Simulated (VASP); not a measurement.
# Fe3Ge (Pm-3m) in VASP: a series of runs, part 2 of 2

VASP 6.6.1.

**3. Relaxation of cell and atoms, PBEsol, collinear spin, ferromagnetic start**

This run uses another cell than the first one, of 12.26 Å³/atom.

File INCAR:

```
ALGO = Normal
EDIFF = 1E-7
EDIFFG = -0.01
ENCUT = 600
GGA = PS
IBRION = 2
ISIF = 3
ISMEAR = -1
ISPIN = 2
LASPH = True
LCHARG = False
LMAXMIX = 4
LORBIT = 11
LREAL = False
LWAVE = False
MAGMOM = 4.5 4.5 4.5 0
NELM = 150
NSW = 100
PREC = Accurate
SIGMA = 0.1
```

File KPOINTS:

```
k-points
0
Gamma
  6 6 6
```

File POSCAR:

```
Fe3Ge
1.0
    3.6605010000      0.0000000000      0.0000000000
    0.0000000000      3.6605010000      0.0000000000
    0.0000000000      0.0000000000      3.6605010000
Fe Ge
3 1
Direct
    0.0000000000      0.5000000000      0.5000000000
    0.5000000000      0.5000000000      0.0000000000
    0.5000000000      0.0000000000      0.5000000000
    0.0000000000      0.0000000000      0.0000000000
```

Potentials or basis: VASP PAW PBE potentials, release 64 (Fe, Ge_d).

Run with:

```bash
cat potpaw_PBE.64/Fe/POTCAR potpaw_PBE.64/Ge_d/POTCAR > POTCAR
mpirun -np 1 vasp_std > vasp.out
```

OUTCAR:

```text
EDIFF = 1E-7
   EDIFFG = -0.01
   ENCUT = 600
   GGA = PS
   IBRION = 2
   ISIF = 3
   ISMEAR = -1
   ISPIN = 2
   LASPH = True
   LORBIT = 11
   LREAL = False
   NELM = 150
   NSW = 100
   PREC = Accurate

 ion  position               nearest neighbor table
   1  0.000  0.500  0.500-   2 2.59   3 2.59   4 2.59   2 2.59   4 2.59   3 2.59   4 2.59   4 2.59
                             2 2.59   3 2.59   2 2.59   3 2.59
   2  0.500  0.500  0.000-   1 2.59   3 2.59   4 2.59   1 2.59   3 2.59   3 2.59   4 2.59   3 2.59
                             1 2.59   4 2.59   1 2.59   4 2.59
   3  0.500  0.000  0.500-   1 2.59   2 2.59   4 2.59   2 2.59   4 2.59   1 2.59   2 2.59   2 2.59
                             1 2.59   4 2.59   4 2.59   1 2.59
   4  0.000  0.000  0.000-   1 2.59   2 2.59   3 2.59   1 2.59   3 2.59   1 2.59   2 2.59   1 2.59
                             2 2.59   3 2.59   3 2.59   2 2.59

  LATTYP: Found a simple cubic cell.
 ALAT       =     3.6605010000

  Lattice vectors:

 A1 = (   3.6605010000,   0.0000000000,   0.0000000000)
 A2 = (   0.0000000000,   3.6605010000,   0.0000000000)
 A3 = (   0.0000000000,   0.0000000000,   3.6605010000)

Analysis of symmetry for initial positions (statically):
=====================================================================
 Subroutine PRICEL returns:
 Original cell was already a primitive cell.

 Routine SETGRP: Setting up the symmetry group for a
 simple cubic supercell.

 Subroutine GETGRP returns: Found 48 space group operations
 (whereof 48 operations were pure point group operations)
 out of a pool of 48 trial point group operations.

The static configuration has the point symmetry O_h .

Analysis of symmetry for dynamics (positions and initial velocities):
=====================================================================
 Subroutine PRICEL returns:
 Original cell was already a primitive cell.

 Routine SETGRP: Setting up the symmetry group for a
 simple cubic supercell.

 Subroutine GETGRP returns: Found 48 space group operations
 (whereof 48 operations were pure point group operations)
 out of a pool of 48 trial point group operations.

The dynamic configuration has the point symmetry O_h .

Analysis of structural, dynamic, and magnetic symmetry:
=====================================================================
 Subroutine PRICEL returns:
 Original cell was already a primitive cell.

 Routine SETGRP: Setting up the symmetry group for a
 simple cubic supercell.

 Subroutine GETGRP returns: Found 48 space group operations
 (whereof 48 operations were pure point group operations)
 out of a pool of 48 trial point group operations.

The overall configuration has the point symmetry O_h .

 Subroutine INISYM returns: Found 48 space group operations
 (whereof 48 operations are pure point group operations),
 and found     1 'primitive' translations

----------------------------------------------------------------------------------------

                                     Primitive cell

  volume of cell :      49.0480

  direct lattice vectors                    reciprocal lattice vectors
[... 74 lines left out ...]
   NGX,Y,Z   is equivalent  to a cutoff of  13.62, 13.62, 13.62 a.u.
   NGXF,Y,Z  is equivalent  to a cutoff of  27.25, 27.25, 27.25 a.u.
 SYSTEM =  unknown system
   PREC   = accura    normal or accurate (medium, high low for compatibility)
   ISTART =      0    job   : 0-new  1-cont  2-samecut
   ICHARG =      2    charge: 1-file 2-atom 10-const
   ISPIN  =      2    spin polarized calculation?
   LNONCOLLINEAR =      F non collinear calculations
   LSORBIT =      F    spin-orbit coupling
   LASPH  =      T    aspherical Exc in radial PAW
   ENCUT  =  600.0 eV  44.10 Ry    6.64 a.u.   7.31  7.31  7.31*2*pi/ulx,y,z
   NELM   =    150;   NELMIN=  2; NELMDL= -5     # of ELM steps
   EDIFF  = 0.1E-06   stopping-criterion for ELM
   LREAL  =      F    real-space projection
   EDIFFG = -.1E-01   stopping-criterion for IOM
   NSW    =    100    number of steps for IOM
   IBRION =      2    ionic relax: 0-MD 1-quasi-New 2-CG
   NFREE  =      1    steps in history (QN), initial steepest desc. (CG)
   ISIF   =      3    stress and relaxation
   ISYM   =      2    0-nonsym 1-usesym 2-fastsym
   POTIM  = 0.5000    time-step for ionic-motion
   TEBEG  =    0.0;   TEEND  =   0.0 temperature during run
   PSTRESS=    0.0 pullay stress
   NELECT =      38.0000    total number of electrons
   NUPDOWN=      -1.0000    fix difference up-down
   EMIN   =  10.00;   EMAX   =-10.00  energy-range for DOS
   EFERMI =   0.00;   METHOD = LEGACY
   ISMEAR =    -1;   SIGMA  =   0.10  broadening in eV -4-tet -1-fermi 0-gaus
   EFERMI_NEDOS =   21; number of points for ismear=-14 and -15
   IALGO  =     38    algorithm
   IMIX   =      4    mixing-type and parameters
     AMIX     =   0.40;   BMIX     =  1.00
     AMIX_MAG =   1.60;   BMIX_MAG =  1.00
  volume/ion in A,a.u.               =      12.26        82.75
  Fermi-wavevector in a.u.,A,eV,Ry     =   1.503588  2.841369 30.759734  2.260777
  Thomas-Fermi vector in A             =   2.614679
   LORBIT       =     11    0 simple, 1 ext, 2 COOP (PROOUT), +10 PAW based schemes
   GGA     = PS    functional components
   LHFCALC =     F    Hartree Fock is set to
   AEXX    =    0.0000 exact exchange contribution
   IVDW    =     0    specifies the selected vdW correction
   LEPSILON=     F    determine dielectric tensor
   LRPA    =     F    only Hartree local field effects (RPA)
 conjugate gradient relaxation of ions
 spin polarized calculation
  energy-cutoff  :      600.00
  volume of cell :       49.05
 maximum number of plane-waves:      1662
 NGX is ok and might be reduce to    30
   NGX = 15   NGY = 15   NGZ = 15

--------------------------------------- Ionic step        1  -------------------------------------------

 number of electron      38.0000000 magnetization      13.5000000

 number of electron      38.0000012 magnetization       6.4944707

 Free energy of the ion-electron system (eV)
  ---------------------------------------------------
  ext. energy  EPLUGINS =         0.00000000
  ---------------------------------------------------
  free energy    TOTEN  =       -32.17682175 eV

  energy without entropy =      -32.06742247  energy(sigma->0) =      -32.12212211

------------------------ aborting loop because EDIFF is reached ----------------------------------------

  FORCE on cell =-STRESS in cart. coord.  units (eV):
  Direction    XX          YY          ZZ          XY          YZ          ZX
  --------------------------------------------------------------------------------------
  -------------------------------------------------------------------------------------
  Total       -3.3237684     -3.3237684     -3.3237684      0.0000000      0.0000000      0.0000000
  in kB     -108.5724773   -108.5724773   -108.5724773      0.0000000      0.0000000      0.0000000
  external PRESSURE =    -108.5724773 kB  Pullay stress =       0.0000000 kB
[... 63 lines left out ...]
--------------------------------------- Ionic step        3  -------------------------------------------

 number of electron      37.9999978 magnetization       6.1801424

 Free energy of the ion-electron system (eV)
  ---------------------------------------------------
  ext. energy  EPLUGINS =         0.00000000
  ---------------------------------------------------
  free energy    TOTEN  =       -32.28771983 eV

  energy without entropy =      -32.17977127  energy(sigma->0) =      -32.23374555

 E-fermi :   7.8016     XC(G=0): -13.4455

 val. band max:        7.7845693411   @ k =   0.3333   0.3333   0.1667
 cond. band min:       7.8096180488   @ k =   0.1667   0.0000   0.0000
 fundamental gap:      0.0250487077
 Fermi energy:         7.8015622626

 spin component 1

 k-point     1 :       0.0000    0.0000    0.0000
  band No.  band energies     occupation
      1     -16.8977      1.00000
      2     -16.8977      1.00000
      3     -16.8898      1.00000
      4     -16.8898      1.00000
      5     -16.8898      1.00000
      6      -4.7746      1.00000
[... 649 lines left out ...]
     29      24.2182      0.00000
     30      24.2182      0.00000
 Fermi energy:         7.8015622626

 spin component 2

 k-point     1 :       0.0000    0.0000    0.0000
  band No.  band energies     occupation
      1     -16.9201      1.00000
      2     -16.9201      1.00000
      3     -16.9093      1.00000
      4     -16.9093      1.00000
      5     -16.9093      1.00000
      6      -4.6912      1.00000
[... 680 lines left out ...]
  FREE ENERGIE OF THE ION-ELECTRON SYSTEM (eV)
  ---------------------------------------------------
  free  energy   TOTEN  =       -32.2877198321 eV

  energy  without entropy=      -32.1797712658  energy(sigma->0) =      -32.23374555

 reached required accuracy - stopping structural energy minimisation

 total charge

# of ion       s       p       d       tot
------------------------------------------
    1        0.456   0.556   6.334   7.345
    2        0.456   0.556   6.334   7.345
    3        0.456   0.556   6.334   7.345
    4        1.085   1.341  10.130  12.556
--------------------------------------------------
tot          2.452   3.009  29.132  34.592

 magnetization (x)

# of ion       s       p       d       tot
------------------------------------------
    1        0.001  -0.004   2.089   2.087
    2        0.001  -0.004   2.089   2.087
    3        0.001  -0.004   2.089   2.087
    4        0.001  -0.139   0.012  -0.126
--------------------------------------------------
tot          0.005  -0.152   6.280   6.134
```

CONTCAR:

```text
Fe3Ge
   1.00000000000000
     3.5838733267835714    0.0000000000000000    0.0000000000000000
     0.0000000000000000    3.5838733267835714    0.0000000000000000
     0.0000000000000000    0.0000000000000000    3.5838733267835714
  Fe              Ge
     3     1
Direct
     0.0000000000000000    0.5000000000000000    0.5000000000000000
     0.5000000000000000    0.5000000000000000    0.0000000000000000
     0.5000000000000000    0.0000000000000000    0.5000000000000000
     0.0000000000000000    0.0000000000000000    0.0000000000000000

  0.00000000E+00  0.00000000E+00  0.00000000E+00
  0.00000000E+00  0.00000000E+00  0.00000000E+00
  0.00000000E+00  0.00000000E+00  0.00000000E+00
  0.00000000E+00  0.00000000E+00  0.00000000E+00
```

It took 90 s on 1 thread of Intel Xeon 6975P-C (Granite Rapids), shared host; peak memory 0.22 GiB.

What came out:

```yaml
Free_energy: -32.2877 eV
Relaxed_volume: 11.51 Å³/atom
Relaxed_cell: a = 3.584 Å, b = 3.584 Å, c = 3.584 Å, α = 90.00°, β = 90.00°, γ = 90.00°
Space_group_after_relaxing_to_0.1_Å: Pm-3m (No. 221)
Energy_gained_by_relaxing: 27.7 meV/atom
Ionic_steps: 3
Pressure_after_relaxing: -0.1 GPa
Net_moment: 6.18 μB per cell
Site_moments: Fe +2.09; Ge -0.13 μB
Valence_electrons_inside_the_program's_atomic_spheres: Fe 7.34; Ge 12.56
```

The path:
| step | energy change (eV) | largest force (eV/Å) | pressure (GPa) | volume (Å³) |
| --- | --- | --- | --- | --- |
| 1 | 0.0000 | 0.0000 | -10.86 | 49.05 |
| 2 | -0.0060 | 0.0000 | 13.46 | 43.38 |
| 3 | -0.1109 | 0.0000 | -0.07 | 46.03 |

Final structure:
```
Fe Ge
1.0
     3.58387    0.00000    0.00000
     0.00000    3.58387    0.00000
     0.00000    0.00000    3.58387
Fe Ge
3 1
Cartesian
  0.0000 1.7919 1.7919
  1.7919 1.7919 0.0000
  1.7919 0.0000 1.7919
  0.0000 0.0000 0.0000
```

Caveat: the PAW data sets were made with another functional, which shifts forces and pressure a little.

**4. Relaxation of cell and atoms, LDA, collinear spin, ferromagnetic start**

This run uses another cell than the first one, of 12.26 Å³/atom.

File INCAR:

```
SYSTEM = Fe3Ge
PREC = Accurate
ENCUT = 600
EDIFF = 1E-7
ISMEAR = -1
SIGMA = 0.1
LREAL = .FALSE.
LASPH = .TRUE.
NELM = 150
ALGO = Normal
ISIF = 3
LWAVE = .FALSE.
LCHARG = .FALSE.
ISPIN = 2
MAGMOM = 4.5 4.5 4.5 0
LORBIT = 11
LMAXMIX = 4
GGA = CA
IBRION = 2
NSW = 100
EDIFFG = -0.01
```

File KPOINTS:

```
regular mesh
0
G
  6 6 6
  0 0 0
```

POSCAR is that of step 3.

Potentials or basis: VASP PAW LDA potentials, release 64 (Fe, Ge_d).

Run with:

```bash
cat potpaw_LDA.64/Fe/POTCAR potpaw_LDA.64/Ge_d/POTCAR > POTCAR
mpirun -np 1 vasp_std > vasp.out
```

Run time: 1.9 min. Hardware: 1 thread of Intel Xeon 6975P-C (Granite Rapids), shared host; peak memory 0.19 GiB.

Results (log left out):

```
Free energy                                           : -33.4916 eV
Relaxed volume                                        : 10.99 Å³/atom
Relaxed cell                                          : a = 3.529 Å, b = 3.529 Å, c = 3.529 Å, α = 90.00°, β = 90.00°, γ = 90.00°
Space group after relaxing (to 0.1 Å)                 : Pm-3m (No. 221)
Energy gained by relaxing                             : 79.9 meV/atom
Ionic steps                                           : 5
Pressure after relaxing                               : -0.1 GPa
Net moment                                            : 5.33 μB per cell
Site moments                                          : Fe +1.77; Ge -0.07 μB
Valence electrons inside the program's atomic spheres : Fe 7.46; Ge 12.64
```

Step by step:
```
step  energy change (eV)  largest force (eV/Å)  pressure (GPa)  volume (Å³)
   1              0.0000                0.0000          -18.53        49.05
   2              0.0023                0.0000           27.51        39.65
   3             -0.3196                0.0000           -0.24        43.99
   4             -0.3196                0.0000            0.17        43.89
   5             -0.3196                0.0000           -0.05        43.95
```

Final structure:
```xyz
4
Lattice="3.5291 0.0000 0.0000 0.0000 3.5291 0.0000 0.0000 0.0000 3.5291" Properties=species:S:1:pos:R:3 pbc="T T T"
Fe    3.5291    1.7646    1.7646
Fe    1.7646    1.7646    3.5291
Fe    1.7646    3.5291    1.7646
Ge    0.0000    0.0000    3.5291
```

Levels at points of the mesh, in eV from the Fermi level:
Spin up:
| k point | band 20 | band 21 | band 22 | band 23 | band 24 | band 25 |
| --- | --- | --- | --- | --- | --- | --- |
| (0.00, 0.00, 0.00) | -0.82 | -0.09 | 0.28 | 0.28 | 0.28 | 4.31 |
| (0.50, 0.00, 0.00) | -1.28 | -0.69 | 0.28 | 3.84 | 3.84 | 4.90 |
| (0.50, 0.50, 0.00) | -1.28 | -1.07 | -0.97 | 0.96 | 0.96 | 5.97 |
| (0.50, 0.50, 0.50) | -1.36 | -0.43 | 0.00 | 0.00 | 0.00 | 0.83 |
Spin down:
```tsv
k point	band 13	band 14	band 15	band 16	band 17	band 18	band 19	band 20
(0.00, 0.00, 0.00)	-0.86	-0.86	-0.86	-0.05	-0.05	-0.05	1.13	1.13
(0.50, 0.00, 0.00)	-1.22	-1.22	-0.84	-0.64	0.02	0.02	0.10	0.31
(0.50, 0.50, 0.00)	-1.90	-1.07	-1.07	-0.20	-0.07	-0.07	0.05	0.48
(0.50, 0.50, 0.50)	-1.14	-1.14	-1.14	-0.06	0.03	0.03	0.03	0.40
```

**5. Relaxation of cell and atoms, PBEsol+D3(BJ), collinear spin, ferromagnetic start**

This run uses another cell than the first one, of 12.26 Å³/atom.

File INCAR:

```
SYSTEM = Fe3Ge
PREC = Accurate
ENCUT = 600
EDIFF = 1E-6
ISMEAR = -1
SIGMA = 0.1
LREAL = .False.
LASPH = .True.
NELM = 150
ALGO = Normal
ISIF = 3
LWAVE = .False.
LCHARG = .False.
ISPIN = 2
MAGMOM = 4.5 4.5 4.5 0
LORBIT = 11
LMAXMIX = 4
GGA = PS
IVDW = 12
IBRION = 2
NSW = 100
EDIFFG = -0.01
```

File KPOINTS:

```
regular mesh
0
Gamma
  6 6 6
  0 0 0
```

POSCAR is that of step 4.

Potentials or basis: VASP PAW PBE potentials, release 64 (Fe, Ge_d).

Run with:

```bash
cat potpaw_PBE.64/Fe/POTCAR potpaw_PBE.64/Ge_d/POTCAR > POTCAR
mpirun -np 1 vasp_std > vasp.out
```

It took 1.7 min on 1 thread of Intel Xeon 6975P-C (Granite Rapids), shared host; peak memory 0.23 GiB.

It converged, with:

```yaml
Free_energy: -33.8091 eV
Relaxed_volume: 11.20 Å³/atom
Relaxed_cell: a = 3.552 Å, b = 3.552 Å, c = 3.552 Å, α = 90.00°, β = 90.00°, γ = 90.00°
Space_group_after_relaxing_to_0.1_Å: Pm-3m (No. 221)
Energy_gained_by_relaxing: 56.1 meV/atom
Ionic_steps: 4
Pressure_after_relaxing: 0.1 GPa
Net_moment: 6.06 μB per cell
Site_moments: Fe +2.04; Ge -0.12 μB
Valence_electrons_inside_the_program's_atomic_spheres: Fe 7.41; Ge 12.60
Dispersion_energy_per_atom: -0.385 eV
```

Step by step:
```
step  energy change (eV)  largest force (eV/Å)  pressure (GPa)  volume (Å³)
   1              0.0000                0.0000          -15.47        49.05
   2              0.0114                0.0000           21.52        41.11
   3             -0.2246                0.0000           -0.20        44.89
   4             -0.2246                0.0000            0.06        44.81
```

Final structure:
```
Fe Ge
1.0
     3.55185    0.00000    0.00000
     0.00000    3.55185    0.00000
     0.00000    0.00000    3.55185
Fe Ge
3 1
Direct
  0.00000 0.50000 0.50000
  0.50000 0.50000 0.00000
  0.50000 0.00000 0.50000
  0.00000 0.00000 0.00000
```

Levels at points of the mesh, in eV from the Fermi level:
Spin up:
| k point | band 19 | band 20 | band 21 | band 22 | band 23 | band 24 | band 25 | band 26 |
| --- | --- | --- | --- | --- | --- | --- | --- | --- |
| (0.00, 0.00, 0.00) | -1.19 | -1.19 | -0.44 | -0.04 | -0.04 | -0.04 | 3.95 | 7.31 |
| (0.50, 0.00, 0.00) | -1.75 | -1.61 | -1.06 | -0.04 | 3.54 | 3.54 | 4.61 | 5.87 |
| (0.50, 0.50, 0.00) | -1.68 | -1.66 | -1.44 | -1.24 | 0.62 | 0.62 | 5.64 | 6.17 |
| (0.50, 0.50, 0.50) | -1.74 | -1.74 | -0.63 | -0.33 | -0.33 | -0.33 | 0.44 | 4.77 |
Spin down:
```tsv
k point	band 12	band 13	band 14	band 15	band 16	band 17	band 18	band 19	band 20	band 21
(0.00, 0.00, 0.00)	-2.76	-1.10	-1.10	-1.10	0.10	0.10	0.10	1.34	1.34	1.58
(0.50, 0.00, 0.00)	-1.96	-1.19	-1.19	-0.76	-0.48	0.12	0.12	0.30	0.38	1.40
(0.50, 0.50, 0.00)	-1.82	-1.82	-1.02	-1.02	-0.14	0.10	0.10	0.18	0.55	0.61
(0.50, 0.50, 0.50)	-3.66	-1.06	-1.06	-1.06	-0.35	0.25	0.25	0.25	0.58	0.58
```

Caveat: the PAW data sets were made with another functional, which shifts forces and pressure a little.

**6. Overview**

| task | level | potentials or basis | cell | gap on the mesh (eV) | pressure (GPa) | moment (μB) | relaxed volume (Å³/atom) |
| --- | --- | --- | --- | --- | --- | --- | --- |
| single point | LDA | VASP PAW LDA potentials, release 64 (Fe_sv, Ge_d) | a = 3.534 Å, 4 atoms | none | -3.6 | 5.37 | - |
| relaxation of cell and atoms | PBEsol | VASP PAW PBE potentials, release 64 (Fe, Ge_d) | relaxed from a = 3.661 Å, 4 atoms | none | -0.1 | 6.18 | 11.51 |
| relaxation of cell and atoms | LDA | VASP PAW LDA potentials, release 64 (Fe, Ge_d) | relaxed from a = 3.661 Å, 4 atoms | none | -0.1 | 5.33 | 10.99 |
| relaxation of cell and atoms | PBEsol+D3(BJ) | VASP PAW PBE potentials, release 64 (Fe, Ge_d) | relaxed from a = 3.661 Å, 4 atoms | none | 0.1 | 6.06 | 11.20 |

Alike in all rows: spin collinear, ferromagnetic start; k mesh 6 × 6 × 6; cutoff (eV) 600; smearing fermi-dirac 0.1 eV.

Caveats: the PAW data sets were made with another functional, which shifts forces and pressure a little (at least some runs); the cell stands under tension (at least some runs).

Absolute energies hang on the potentials; compare differences alone.
